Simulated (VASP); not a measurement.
# Ti (Im-3m) in VASP: a series of runs

The runs below take Ti through single point, with r2SCAN.

Everything below comes from runs of VASP 6.6.1. Logs are shortened: lines on timing, memory, paths and dates and some standing lists are left out, and cuts for length are marked.

### 1 The cell of the first run

Symmetry: Im-3m, No. 229, cubic system. Conventional cell: a = 3.185 Å, b = 3.185 Å, c = 3.185 Å, α = 90.00°, β = 90.00°, γ = 90.00°. Within 3.6 Å of Ti (site symmetry m-3m) lie 14 Ti at 2.76 to 3.19 Å.

### 2 Single point, r2SCAN (volume scaled by 0.94)

POSCAR reads:

```
Ti
1.0
   -1.5927040293      1.5927040293      1.5927040293
    1.5927040293     -1.5927040293      1.5927040293
    1.5927040293      1.5927040293     -1.5927040293
Ti
1
Direct
    0.0000000000      0.0000000000      0.0000000000
```

INCAR.step1 reads:

```
SYSTEM = Ti
ALGO     = Normal         ! electronic algorithm
EDIFF    = 1E-4           ! SCF threshold, eV
ENCUT    = 520            ! plane-wave cutoff, eV
GGA      = PE             ! functional
ISMEAR   = 0              ! smearing method
LASPH    = .True.         ! aspherical terms in the spheres
LCHARG   = .False.        ! write CHGCAR
LREAL    = .False.        ! projectors in reciprocal space
LWAVE    = .True.         ! write WAVECAR
NBANDS   = 12             ! bands
NELM     = 100            ! most SCF steps
PREC     = Accurate       ! precision mode
SIGMA    = 0.1            ! smearing width, eV
```

INCAR.step2 reads:

```
SYSTEM = Ti
ALGO     = Normal         ! electronic algorithm
EDIFF    = 1E-6           ! SCF threshold, eV
ENCUT    = 520            ! plane-wave cutoff, eV
ISIF     = 2              ! what is computed and relaxed
ISMEAR   = 0              ! smearing method
ISTART   = 1            
LASPH    = .True.         ! aspherical terms in the spheres
LCHARG   = .True.         ! write CHGCAR
LELF     = .True.         ! ELF
LMIXTAU  = .True.       
LREAL    = .False.        ! projectors in reciprocal space
LVHAR    = .True.       
LWAVE    = .False.        ! write WAVECAR
METAGGA  = R2SCAN         ! meta-GGA
NBANDS   = 12             ! bands
NELM     = 100            ! most SCF steps
PREC     = Accurate       ! precision mode
SIGMA    = 0.1            ! smearing width, eV
```

KPOINTS reads:

```
k-points
0
Gamma
  18 18 18
  0 0 0
```

Potentials or basis: VASP PAW PBE potentials, release 64 (Ti_sv).

On the command line:

```console
$ cat potpaw_PBE.64/Ti_sv/POTCAR > POTCAR
$ cp INCAR.step1 INCAR
$ mpirun -np 1 vasp_std > vasp.out
$ cp INCAR.step2 INCAR
$ mpirun -np 1 vasp_std > vasp.out
```

OUTCAR:

```text
SYSTEM = Ti
   EDIFF = 1E-6
   ENCUT = 520
   ISIF = 2
   ISMEAR = 0
   ISTART = 1
   LASPH = .True.
   LREAL = .False.
   METAGGA = R2SCAN
   NELM = 100
   PREC = Accurate

 ion  position               nearest neighbor table
   1  0.000  0.000  0.000-

  LATTYP: Found a body centered cubic cell.
 ALAT       =     3.1854080586

  Lattice vectors:

 A1 = (  -1.5927040293,   1.5927040293,   1.5927040293)
 A2 = (   1.5927040293,  -1.5927040293,   1.5927040293)
 A3 = (   1.5927040293,   1.5927040293,  -1.5927040293)

Analysis of symmetry for initial positions (statically):
=====================================================================
 Subroutine PRICEL returns:
 Original cell was already a primitive cell.

 Routine SETGRP: Setting up the symmetry group for a
 body centered cubic supercell.

 Subroutine GETGRP returns: Found 48 space group operations
 (whereof 48 operations were pure point group operations)
 out of a pool of 48 trial point group operations.

The static configuration has the point symmetry O_h .

Analysis of symmetry for dynamics (positions and initial velocities):
=====================================================================
 Subroutine PRICEL returns:
 Original cell was already a primitive cell.

 Routine SETGRP: Setting up the symmetry group for a
 body centered cubic supercell.

 Subroutine GETGRP returns: Found 48 space group operations
 (whereof 48 operations were pure point group operations)
 out of a pool of 48 trial point group operations.

The dynamic configuration has the point symmetry O_h .

 Subroutine INISYM returns: Found 48 space group operations
 (whereof 48 operations are pure point group operations),
 and found     1 'primitive' translations

----------------------------------------------------------------------------------------

                                     Primitive cell

  volume of cell :      16.1609

  direct lattice vectors                    reciprocal lattice vectors
    -1.592704029  1.592704029  1.592704029     0.000000000  0.313931522  0.313931522
     1.592704029 -1.592704029  1.592704029     0.313931522  0.000000000  0.313931522
     1.592704029  1.592704029 -1.592704029     0.313931522  0.313931522  0.000000000

  length of vectors
     2.758644300  2.758644300  2.758644300     0.443966216  0.443966216  0.443966216

  position of ions in fractional coordinates (direct lattice)
     0.000000000  0.000000000  0.000000000

  ion indices of the primitive-cell ions
   primitive index   ion index
                 1           1

----------------------------------------------------------------------------------------

 KPOINTS: k-points

Automatic generation of k-mesh.
 Grid dimensions read from file:
 generate k-points for:   18   18   18

 Generating k-lattice:

  Cartesian coordinates                     Fractional coordinates (reciprocal lattice)
     0.000000000  0.017440640  0.017440640     0.055555556  0.000000000  0.000000000
     0.017440640  0.000000000  0.017440640     0.000000000  0.055555556  0.000000000
     0.017440640  0.017440640  0.000000000     0.000000000  0.000000000  0.055555556

  Length of vectors
     0.024664790  0.024664790  0.024664790

  Shift w.r.t. Gamma in fractional coordinates (k-lattice)
     0.000000000  0.000000000  0.000000000

 Subroutine IBZKPT returns following result:
 ===========================================

 Found    195 irreducible k-points:

 Following reciprocal coordinates:
            Coordinates               Weight
  0.000000  0.000000  0.000000      1.000000
  0.055556  0.000000  0.000000     12.000000
  0.111111  0.000000  0.000000     12.000000
  0.166667  0.000000  0.000000     12.000000
  0.222222  0.000000  0.000000     12.000000
  0.277778  0.000000  0.000000     12.000000
[... 16 lines left out ...]
  0.333333  0.111111 -0.000000     48.000000
  0.388889  0.111111  0.000000     48.000000
 [... further k-points ...]
   k-points           NKPTS =    195   k-points in BZ     NKDIM =    195   number of bands    NBANDS=     12
   number of dos      NEDOS =    301   number of ions     NIONS =      1
   total plane-waves  NPLWV =  13824
   dimension x,y,z NGX =    24 NGY =   24 NGZ =   24
   dimension x,y,z NGXF=    48 NGYF=   48 NGZF=   48
   ions per type =               1
   NGX,Y,Z   is equivalent  to a cutoff of  14.46, 14.46, 14.46 a.u.
   NGXF,Y,Z  is equivalent  to a cutoff of  28.93, 28.93, 28.93 a.u.
 SYSTEM =  Ti
   PREC   = accura    normal or accurate (medium, high low for compatibility)
   ISTART =      1    job   : 0-new  1-cont  2-samecut
   ICHARG =      0    charge: 1-file 2-atom 10-const
   ISPIN  =      1    spin polarized calculation?
   LNONCOLLINEAR =      F non collinear calculations
   LSORBIT =      F    spin-orbit coupling
   LASPH  =      T    aspherical Exc in radial PAW
   ENCUT  =  520.0 eV  38.22 Ry    6.18 a.u.   5.13  5.13  5.13*2*pi/ulx,y,z
   NELM   =    100;   NELMIN=  2; NELMDL=  0     # of ELM steps
   EDIFF  = 0.1E-05   stopping-criterion for ELM
   LREAL  =      F    real-space projection
   EDIFFG = 0.1E-04   stopping-criterion for IOM
   NSW    =      0    number of steps for IOM
   IBRION =     -1    ionic relax: 0-MD 1-quasi-New 2-CG
   NFREE  =      0    steps in history (QN), initial steepest desc. (CG)
   ISIF   =      2    stress and relaxation
   ISYM   =      2    0-nonsym 1-usesym 2-fastsym
   POTIM  = 0.5000    time-step for ionic-motion
   TEBEG  =    0.0;   TEEND  =   0.0 temperature during run
   PSTRESS=    0.0 pullay stress
   NELECT =      12.0000    total number of electrons
   NUPDOWN=      -1.0000    fix difference up-down
   EMIN   =  10.00;   EMAX   =-10.00  energy-range for DOS
   EFERMI =   0.00;   METHOD = LEGACY
   ISMEAR =     0;   SIGMA  =   0.10  broadening in eV -4-tet -1-fermi 0-gaus
   EFERMI_NEDOS =   21; number of points for ismear=-14 and -15
   IALGO  =     38    algorithm
   IMIX   =      4    mixing-type and parameters
     AMIX     =   0.40;   BMIX     =  1.00
     AMIX_MAG =   1.60;   BMIX_MAG =  1.00
  volume/ion in A,a.u.               =      16.16       109.06
  Fermi-wavevector in a.u.,A,eV,Ry     =   1.482450  2.801425 29.900968  2.197659
  Thomas-Fermi vector in A             =   2.596235
   LORBIT       =      0    0 simple, 1 ext, 2 COOP (PROOUT), +10 PAW based schemes
   METAGGA = R2SCAN    functional components
   LHFCALC =     F    Hartree Fock is set to
   AEXX    =    0.0000 exact exchange contribution
   IVDW    =     0    specifies the selected vdW correction
   LEPSILON=     F    determine dielectric tensor
   LRPA    =     F    only Hartree local field effects (RPA)
 non-spin polarized calculation
 Gauss-broadening in eV      SIGMA  =   0.10
  energy-cutoff  :      520.00
  volume of cell :       16.16
 maximum number of plane-waves:       466
 NGX is ok and might be reduce to    24
   NGX = 11   NGY = 11   NGZ = 11

 number of electron      12.0000003 magnetization

 Free energy of the ion-electron system (eV)
  ---------------------------------------------------
  ext. energy  EPLUGINS =         0.00000000
  ---------------------------------------------------
  free energy    TOTEN  =       -12.79215554 eV

  energy without entropy =      -12.78304593  energy(sigma->0) =      -12.78760074

 E-fermi :   8.9008     XC(G=0): -12.7743

 val. band max:        8.8946821086   @ k =  -0.2778   0.3333   0.1111
 cond. band min:       8.9135308688   @ k =  -0.4444   0.4444   0.1111
 fundamental gap:      0.0188487601
 Fermi energy:         8.9008004894

 k-point     1 :       0.0000    0.0000    0.0000
  band No.  band energies     occupation
      1     -49.8542      2.00000
      2     -24.5643      2.00000
      3     -24.5643      2.00000
      4     -24.5643      2.00000
      5       2.4224      2.00000
      6      10.1145      0.00000
      7      10.1145      0.00000
      8      10.1145      0.00000
      9      12.0566      0.00000
     10      12.0566      0.00000
     11      27.5141      0.00000
     12      27.5141      0.00000

 k-point     2 :       0.0556    0.0000    0.0000
  band No.  band energies     occupation
      1     -49.8488      2.00000
      2     -24.5920      2.00000
      3     -24.5725      2.00000
      4     -24.5645      2.00000
      5       2.5400      2.00000
      6      10.0567      0.00000
      7      10.0970      0.00000
      8      10.2012      0.00000
      9      11.9870      0.00000
     10      12.0595      0.00000
     11      27.3678      0.00000
     12      27.5135      0.00000

 k-point     3 :       0.1111    0.0000    0.0000
  band No.  band energies     occupation
      1     -49.8330      2.00000
      2     -24.6714      2.00000
      3     -24.5960      2.00000
      4     -24.5652      2.00000
      5       2.8840      2.00000
      6       9.8941      0.00000
      7      10.0213      0.00000
      8      10.4563      0.00000
      9      11.8306      0.00000
     10      12.0709      0.00000
     11      26.8923      0.00000
     12      27.4223      0.00000

 k-point     4 :       0.1667    0.0000    0.0000
  band No.  band energies     occupation
      1     -49.8089      2.00000
      2     -24.7917      2.00000
      3     -24.6320      2.00000
      4     -24.5663      2.00000
      5       3.4261      2.00000
      6       9.6555      0.00000
      7       9.8396      0.00000
      8      10.8646      0.00000
      9      11.7086      0.00000
     10      12.0970      0.00000
     11      26.0224      0.00000
     12      27.0423      0.00000

 k-point     5 :       0.2222    0.0000    0.0000
  band No.  band energies     occupation
      1     -49.7792      2.00000
      2     -24.9370      2.00000
      3     -24.6758      2.00000
      4     -24.5677      2.00000
      5       4.1137      2.00000
      6       9.3780      0.00000
      7       9.5630      0.00000
      8      11.3986      0.00000
      9      11.7032      0.00000
     10      12.1439      0.00000
     11      24.7715      0.00000
     12      26.3208      0.00000
[... 228 lines left out ...]
      1     -49.7376      2.00000
      2     -25.1084      2.00000
      3     -24.7317      2.00000
      4     -24.6025      2.00000
      5       5.1417      2.00000
      6       9.0016      0.15416
      7       9.1554      0.00032
      8      11.6105      0.00000
      9      12.3165      0.00000
     10      12.4117      0.00000
     11      23.3504      0.00000
     12      24.8395      0.00000

 k-point    22 :       0.2778    0.1111    0.0000
  band No.  band energies     occupation
      1     -49.7093      2.00000
      2     -25.2274      2.00000
      3     -24.7840      2.00000
      4     -24.6055      2.00000
      5       5.7995      2.00000
      6       8.7782      1.91717
      7       9.0360      0.05592
      8      11.7591      0.00000
      9      12.4442      0.00000
     10      13.0326      0.00000
     11      21.7955      0.00000
     12      24.1028      0.00000

 k-point    23 :       0.3333    0.1111   -0.0000
  band No.  band energies     occupation
      1     -49.6861      2.00000
      2     -25.3227      2.00000
      3     -24.8272      2.00000
      4     -24.6076      2.00000
      5       6.2215      2.00000
      6       8.6320      1.99986
      7       9.1553      0.00032
      8      11.9111      0.00000
      9      12.5215      0.00000
     10      13.6618      0.00000
     11      20.3549      0.00000
     12      23.5079      0.00000

 k-point    24 :       0.3889    0.1111    0.0000
  band No.  band energies     occupation
      1     -49.6709      2.00000
      2     -25.3843      2.00000
      3     -24.8555      2.00000
      4     -24.6089      2.00000
      5       6.3881      2.00000
      6       8.5371      2.00000
      7       9.4429      0.00000
      8      11.9967      0.00000
      9      12.6126      0.00000
     10      14.1445      0.00000
     11      19.2744      0.00000
     12      23.1172      0.00000

 [... further k-points ...]
[... 5 lines left out ...]
  --------------------------------------------------------------------------------------
  -------------------------------------------------------------------------------------
  Total        0.8105171      0.8105171      0.8105171      0.0000000     -0.0000000     -0.0000000
  in kB       80.3540070     80.3540070     80.3540070      0.0000000     -0.0000000     -0.0000000
  external PRESSURE =      80.3540070 kB  Pullay stress =       0.0000000 kB

 VOLUME and BASIS-vectors are now :
 -----------------------------------------------------------------------------
  energy-cutoff  :      520.00
  volume of cell :       16.16
      direct lattice vectors                 reciprocal lattice vectors
    -1.592704029  1.592704029  1.592704029     0.000000000  0.313931522  0.313931522
     1.592704029 -1.592704029  1.592704029     0.313931522  0.000000000  0.313931522
     1.592704029  1.592704029 -1.592704029     0.313931522  0.313931522  0.000000000

 POSITION                                       TOTAL-FORCE (eV/Angst)
 -----------------------------------------------------------------------------------
      0.00000      0.00000      0.00000        -0.000000     -0.000000     -0.000000
 -----------------------------------------------------------------------------------
    total drift:                                0.000000      0.000000     -0.000000

  FREE ENERGIE OF THE ION-ELECTRON SYSTEM (eV)
  ---------------------------------------------------
  free  energy   TOTEN  =       -12.7921555386 eV

  energy  without entropy=      -12.7830459347  energy(sigma->0) =      -12.78760074
```

It took 96 s on 1 thread of Intel Xeon Platinum 8259CL at 2.50GHz (Skylake/Cascade Lake), shared host; peak memory 0.17 GiB.

Results:

```
Free energy            : -12.7922 eV
Pressure               : 8.0 GPa
Band gap on the k mesh : zero (band 6 reaches 10.11 eV, above the bottom of band 7 at 8.23 eV)
```

Levels at points of the mesh, in eV from the Fermi level:
| k point | band 2 | band 3 | band 4 | band 5 | band 6 | band 7 | band 8 | band 9 | band 10 | band 11 |
| --- | --- | --- | --- | --- | --- | --- | --- | --- | --- | --- |
| (0.00, 0.00, 0.00) | -33.47 | -33.47 | -33.47 | -6.48 | 1.21 | 1.21 | 1.21 | 3.16 | 3.16 | 18.61 |
| (0.50, 0.00, 0.00) | -34.34 | -33.73 | -33.47 | -2.77 | -0.41 | 1.21 | 3.19 | 3.57 | 4.90 | 10.02 |
| (0.50, 0.50, 0.50) | -34.05 | -34.05 | -34.05 | -2.54 | -2.54 | 4.50 | 4.50 | 4.50 | 9.40 | 9.40 |

Caveat: the PAW data sets were made with another functional, which shifts forces and pressure a little.

### 3 Single point, r2SCAN (volume scaled by 0.97)

POSCAR reads:

```
Ti
1.0
   -1.6094705670      1.6094705670      1.6094705670
    1.6094705670     -1.6094705670      1.6094705670
    1.6094705670      1.6094705670     -1.6094705670
Ti
1
Direct
    0.0000000000      0.0000000000      0.0000000000
```

INCAR.step1 reads:

```
ALGO = Normal ; EDIFF = 1E-4
ENCUT = 520 ; GGA = PE
ISMEAR = 0 ; LASPH = True
LCHARG = False ; LREAL = False
LWAVE = True ; NBANDS = 12
NELM = 60 ; PREC = Accurate
SIGMA = 0.1
```

INCAR.step2 reads:

```
ALGO = Normal ; EDIFF = 1E-6
ENCUT = 520 ; ISIF = 2
ISMEAR = 0 ; ISTART = 1
LASPH = True ; LCHARG = True
LELF = True ; LMIXTAU = True
LREAL = False ; LVHAR = True
LWAVE = False ; METAGGA = R2SCAN
NBANDS = 12 ; NELM = 60
PREC = Accurate ; SIGMA = 0.1
```

KPOINTS reads:

```
k-points
0
Gamma
  18 18 18
```

Potentials or basis: VASP PAW PBE potentials, release 64 (Ti_sv).

On the command line:

```console
$ cat potpaw_PBE.64/Ti_sv/POTCAR > POTCAR
$ cp INCAR.step1 INCAR
$ mpirun -np 1 vasp_std > vasp.out
$ cp INCAR.step2 INCAR
$ mpirun -np 1 vasp_std > vasp.out
```

Run time: 97 s. Hardware: 1 thread of Intel Xeon Platinum 8259CL at 2.50GHz (Skylake/Cascade Lake), shared host; peak memory 0.17 GiB.

The run converged. Its results:

| Quantity | Value |
| --- | --- |
| Free energy | -12.8120 eV |
| Pressure | 3.9 GPa |
| Band gap on the k mesh | zero (band 6 reaches 9.74 eV, above the bottom of band 7 at 7.87 eV) |

Levels at points of the mesh, in eV from the Fermi level:
| k point | band 3 | band 4 | band 5 | band 6 | band 7 | band 8 | band 9 | band 10 |
| --- | --- | --- | --- | --- | --- | --- | --- | --- |
| (0.00, 0.00, 0.00) | -33.58 | -33.58 | -6.42 | 1.18 | 1.18 | 1.18 | 3.05 | 3.05 |
| (0.50, 0.00, 0.00) | -33.82 | -33.58 | -2.69 | -0.38 | 1.09 | 3.07 | 3.44 | 4.72 |
| (0.50, 0.50, 0.50) | -34.11 | -34.11 | -2.42 | -2.42 | 4.33 | 4.33 | 4.33 | 9.11 |

Caveat: the PAW data sets were made with another functional, which shifts forces and pressure a little.
